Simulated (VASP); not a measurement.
# Zn4SeS3 (P1) in VASP: relaxation of cell and atoms with PBE

Aim: the relaxation of cell and atoms of Zn4SeS3 with PBE.

All numbers are computed with VASP 6.6.1; they aren't measurements. Logs are shortened: lines on timing, memory, paths and dates and some standing lists are left out, and cuts for length are marked.

### 1 The cell of the first run

The typed cell holds 8 atoms: a = 3.960 Å, b = 3.988 Å, c = 10.919 Å, α = 91.64°, β = 92.24°, γ = 90.91°.

### 2 Relaxation of cell and atoms, PBE

The input, INCAR:

```
PREC = Accurate
ENCUT = 600
EDIFF = 1E-6
ISMEAR = 0
SIGMA = 0.1
LREAL = False
LASPH = True
NELM = 100
ALGO = Normal
ISIF = 3
LWAVE = False
LCHARG = False
GGA = PE
IBRION = 2
NSW = 80
EDIFFG = -0.025
```

The input, KPOINTS:

```
Automatic mesh
0
Gamma
  4 4 2
```

The input, POSCAR:

```
Zn4SeS3
1.0
    3.9596143597     -0.0319804860     -0.0765433221
   -0.0319804860      3.9873558177     -0.0566410224
   -0.2163982821     -0.1601318000     10.9161249178
Zn Se S
4 1 3
Direct
    0.4904805212      0.0505440055      0.8900522753
   -0.0380478302      0.4653035348      0.1302560296
    0.5024536986      0.0058822159      0.3469865234
    0.0468055295      0.4693932894      0.6263780355
    0.0219673528     -0.0190596827      0.5153117444
    0.0674565138      0.0442999076     -0.0151377482
    0.4636577908      0.4955454253      0.2366828791
    0.4452264236      0.4880913042      0.7694702609
```

Potentials or basis: VASP PAW PBE potentials, release 64 (Zn, Se, S).

On the command line:

```sh
> cat potpaw_PBE.64/Zn/POTCAR potpaw_PBE.64/Se/POTCAR potpaw_PBE.64/S/POTCAR > POTCAR
> mpirun -np 1 vasp_std > vasp.out
```

OUTCAR:

```text
PREC = Accurate
   ENCUT = 600
   EDIFF = 1E-6
   ISMEAR = 0
   LREAL = False
   LASPH = True
   NELM = 100
   ISIF = 3
   GGA = PE
   IBRION = 2
   NSW = 80
   EDIFFG = -0.025

 ion  position               nearest neighbor table
   1  0.490  0.051  0.890-   6 2.00   8 2.22   6 2.47   8 2.57
   2  0.962  0.465  0.130-   7 2.26   6 2.33   7 2.33   6 2.87
   3  0.502  0.006  0.347-   7 2.33   7 2.33   5 2.70   5 2.71
   4  0.047  0.469  0.626-   8 2.18   5 2.26   5 2.40   8 2.90
   5  0.022  0.981  0.515-   4 2.26   4 2.40   3 2.70   3 2.71
   6  0.067  0.044  0.985-   1 2.00   2 2.33   1 2.47   2 2.87
   7  0.464  0.496  0.237-   2 2.26   3 2.33   2 2.33   3 2.33
   8  0.445  0.488  0.769-   4 2.18   1 2.22   1 2.57   4 2.90

  LATTYP: Found a triclinic cell.
 ALAT       =     3.9604832419
 B/A-ratio  =     1.4302933054
 C/A-ratio  =     2.7570988605
 COS(alpha) =     0.0070715013
 COS(beta)  =     0.0390158261
 COS(gamma) =     0.7102923586

  Lattice vectors:

 A1 = (   3.9596143597,  -0.0319804860,  -0.0765433221)
 A2 = (   3.9915948457,  -4.0193363037,  -0.0199022997)
 A3 = (   0.2163982821,   0.1601318000, -10.9161249178)

Analysis of symmetry for initial positions (statically):
=====================================================================
 Subroutine PRICEL returns:
 Original cell was already a primitive cell.

 Routine SETGRP: Setting up the symmetry group for a
 triclinic supercell.

 Subroutine GETGRP returns: Found  1 space group operations
 (whereof  1 operations were pure point group operations)
 out of a pool of  2 trial point group operations.

The static configuration has the point symmetry C_1 .

Analysis of symmetry for dynamics (positions and initial velocities):
=====================================================================
 Subroutine PRICEL returns:
 Original cell was already a primitive cell.

 Routine SETGRP: Setting up the symmetry group for a
 triclinic supercell.

 Subroutine GETGRP returns: Found  1 space group operations
 (whereof  1 operations were pure point group operations)
 out of a pool of  2 trial point group operations.

The dynamic configuration has the point symmetry C_1 .

 Subroutine INISYM returns: Found  1 space group operations
 (whereof  1 operations are pure point group operations),
 and found     1 'primitive' translations

----------------------------------------------------------------------------------------

[... 100 lines left out ...]
   LREAL  =      F    real-space projection
   EDIFFG = -.3E-01   stopping-criterion for IOM
   NSW    =     80    number of steps for IOM
   IBRION =      2    ionic relax: 0-MD 1-quasi-New 2-CG
   NFREE  =      1    steps in history (QN), initial steepest desc. (CG)
   ISIF   =      3    stress and relaxation
   ISYM   =      2    0-nonsym 1-usesym 2-fastsym
   POTIM  = 0.5000    time-step for ionic-motion
   TEBEG  =    0.0;   TEEND  =   0.0 temperature during run
   PSTRESS=    0.0 pullay stress
   NELECT =      72.0000    total number of electrons
   NUPDOWN=      -1.0000    fix difference up-down
   EMIN   =  10.00;   EMAX   =-10.00  energy-range for DOS
   EFERMI =   0.00;   METHOD = LEGACY
   ISMEAR =     0;   SIGMA  =   0.10  broadening in eV -4-tet -1-fermi 0-gaus
   EFERMI_NEDOS =   21; number of points for ismear=-14 and -15
   IALGO  =     38    algorithm
   IMIX   =      4    mixing-type and parameters
     AMIX     =   0.40;   BMIX     =  1.00
     AMIX_MAG =   1.60;   BMIX_MAG =  1.00
  volume/ion in A,a.u.               =      21.53       145.29
  Fermi-wavevector in a.u.,A,eV,Ry     =   1.224088  2.313191 20.386847  1.498391
  Thomas-Fermi vector in A             =   2.359175
   LORBIT       =      0    0 simple, 1 ext, 2 COOP (PROOUT), +10 PAW based schemes
   GGA     = PE    functional components
   LHFCALC =     F    Hartree Fock is set to
   AEXX    =    0.0000 exact exchange contribution
   IVDW    =     0    specifies the selected vdW correction
   LEPSILON=     F    determine dielectric tensor
   LRPA    =     F    only Hartree local field effects (RPA)
 conjugate gradient relaxation of ions
 non-spin polarized calculation
 Gauss-broadening in eV      SIGMA  =   0.10
  energy-cutoff  :      600.00
  volume of cell :      172.23
 maximum number of plane-waves:      5770
   NGX = 15   NGY = 15   NGZ = 43

--------------------------------------- Ionic step        1  -------------------------------------------

 number of electron      72.0000013 magnetization

 Free energy of the ion-electron system (eV)
  ---------------------------------------------------
  ext. energy  EPLUGINS =         0.00000000
  ---------------------------------------------------
  free energy    TOTEN  =       -24.33720862 eV

  energy without entropy =      -24.33720862  energy(sigma->0) =      -24.33720862

------------------------ aborting loop because EDIFF is reached ----------------------------------------

  FORCE on cell =-STRESS in cart. coord.  units (eV):
  Direction    XX          YY          ZZ          XY          YZ          ZX
  --------------------------------------------------------------------------------------
  -------------------------------------------------------------------------------------
  Total        4.4883102      2.4127219      3.7195467      0.8994736      0.8480876     -0.5979692
  in kB       41.7517032     22.4439145     34.6004177      8.3671922      7.8891834     -5.5625017
  external PRESSURE =      32.9320118 kB  Pullay stress =       0.0000000 kB
[... 107 lines left out ...]
  FREE ENERGIE OF THE ION-ELECTRON SYSTEM (eV)
  ---------------------------------------------------
  free  energy   TOTEN  =       -25.7101452856 eV

  energy  without entropy=      -25.7101452856  energy(sigma->0) =      -25.71014529

[... ionic steps 4 to 17 ...]

--------------------------------------- Ionic step       18  -------------------------------------------

 number of electron      71.9999992 magnetization

------------------------ aborting loop because EDIFF is reached ----------------------------------------
[... 79 lines left out ...]
--------------------------------------- Ionic step       20  -------------------------------------------

 number of electron      71.9999988 magnetization

 Free energy of the ion-electron system (eV)
  ---------------------------------------------------
  ext. energy  EPLUGINS =         0.00000000
  ---------------------------------------------------
  free energy    TOTEN  =       -26.46541976 eV

  energy without entropy =      -26.46541976  energy(sigma->0) =      -26.46541976

 E-fermi :   2.2704     XC(G=0):  -9.4134

 val. band max:        1.7865474706   @ k =   0.0000   0.0000   0.0000
 cond. band min:       3.4719106092   @ k =   0.0000   0.0000   0.0000
 fundamental gap:      1.6853631386
 Fermi energy:         2.2703598320

 k-point     1 :       0.0000    0.0000    0.0000
  band No.  band energies     occupation
      1     -11.2540      2.00000
      2     -10.7444      2.00000
      3     -10.7188      2.00000
      4     -10.1189      2.00000
      5      -4.6180      2.00000
      6      -4.6110      2.00000
[... 944 lines left out ...]
  FREE ENERGIE OF THE ION-ELECTRON SYSTEM (eV)
  ---------------------------------------------------
  free  energy   TOTEN  =       -26.4654197586 eV

  energy  without entropy=      -26.4654197586  energy(sigma->0) =      -26.46541976

 reached required accuracy - stopping structural energy minimisation
```

CONTCAR:

```text
Zn4SeS3
   1.00000000000000
     3.9163019140785362   -0.0004780493278599    0.0013685479389101
     0.0003098357684601    3.9167218356895823    0.0006563568308434
     0.0006097280980844   -0.0019426258817388   10.9863224092420566
  Zn              Se              S
     4     1     3
Direct
     0.5001876660179265    0.0010516182092676    0.8781321454291581
     0.9979930280039598    0.5015922646684464    0.1212734215605443
     0.4989314861914994    0.9987807617844939    0.3651450899000082
     0.0036991988490597    0.4982399972452228    0.6353352895722404
     0.9989386226506437    0.9987568137304120    0.5003825080843942
     0.9998198938198127    0.0016078354294048    0.9997064974384769
     0.4977735707765118    0.4993335846586871    0.2431814124871700
     0.5026565337905814    0.5006371242740721    0.7568436355280084

  0.00000000E+00  0.00000000E+00  0.00000000E+00
  0.00000000E+00  0.00000000E+00  0.00000000E+00
  0.00000000E+00  0.00000000E+00  0.00000000E+00
  0.00000000E+00  0.00000000E+00  0.00000000E+00
  0.00000000E+00  0.00000000E+00  0.00000000E+00
  0.00000000E+00  0.00000000E+00  0.00000000E+00
  0.00000000E+00  0.00000000E+00  0.00000000E+00
  0.00000000E+00  0.00000000E+00  0.00000000E+00
```

It took 15 min on 1 thread of Intel Xeon 6975P-C (Granite Rapids), shared host; peak memory 0.4 GiB.

What came out:

- Free energy: -26.4654 eV
- Relaxed volume: 21.06 Å³/atom
- Relaxed cell: a = 3.916 Å, b = 3.917 Å, c = 10.986 Å, α = 90.00°, β = 89.98°, γ = 90.00°
- Space group after relaxing (to 0.1 Å): P-4m2 (No. 115)
- Energy gained by relaxing: 266.0 meV/atom
- Ionic steps: 20
- Pressure after relaxing: 0.0 GPa
- Largest force after relaxing: 0.024 eV/Å
- Band gap on the k mesh: 1.69 eV

Forces on the atoms (eV/Å):
```
Zn   0.000 -0.005  0.023
Zn  -0.001 -0.002  0.004
Zn  -0.006  0.008 -0.016
Zn  -0.016  0.013  0.000
Se   0.013 -0.003 -0.016
S    0.002 -0.014  0.007
S    0.019  0.002  0.002
S   -0.010 -0.001 -0.003
```

Step by step:
```tsv
step	energy change (eV)	largest force (eV/Å)	pressure (GPa)	volume (Å³)
1	0.0000	5.6856	3.29	172.23
2	-1.3713	1.0387	-3.01	183.48
3	-1.3729	1.0450	-3.09	183.76
4	-1.7927	0.9334	-1.01	173.65
5	-1.9117	0.9150	1.64	165.53
6	-2.0344	0.5438	0.46	167.35
7	-2.0362	0.5515	0.35	167.60
8	-2.0854	0.2486	-0.33	169.14
9	-2.0888	0.2233	-0.55	169.67
10	-2.1021	0.1672	0.19	167.80
11	-2.1029	0.1704	0.40	167.22
12	-2.1120	0.1402	0.17	168.00
13	-2.1151	0.1598	-0.11	168.76
14	-2.1217	0.0831	-0.17	168.80
15	-2.1225	0.0727	-0.15	168.83
16	-2.1259	0.0651	0.20	167.96
17	-2.1260	0.0655	0.24	167.86
18	-2.1275	0.0523	-0.16	168.78
19	-2.1275	0.0538	-0.06	168.61
20	-2.1282	0.0239	-0.03	168.52
```

Final structure:
```cif
data_structure
_symmetry_space_group_name_H-M 'P 1'
_symmetry_Int_Tables_number 1
_cell_length_a 3.9163
_cell_length_b 3.9167
_cell_length_c 10.9863
_cell_angle_alpha 90.001
_cell_angle_beta 89.977
_cell_angle_gamma 90.002
_cell_volume 168.52
loop_
_atom_site_label
_atom_site_type_symbol
_atom_site_fract_x
_atom_site_fract_y
_atom_site_fract_z
_atom_site_occupancy
Zn1 Zn 0.50019 0.00105 0.87813 1
Zn2 Zn 0.99799 0.50159 0.12127 1
Zn3 Zn 0.49893 0.99878 0.36515 1
Zn4 Zn 0.00370 0.49824 0.63534 1
Se1 Se 0.99894 0.99876 0.50038 1
S1 S 0.99982 0.00161 0.99971 1
S2 S 0.49777 0.49933 0.24318 1
S3 S 0.50266 0.50064 0.75684 1
```
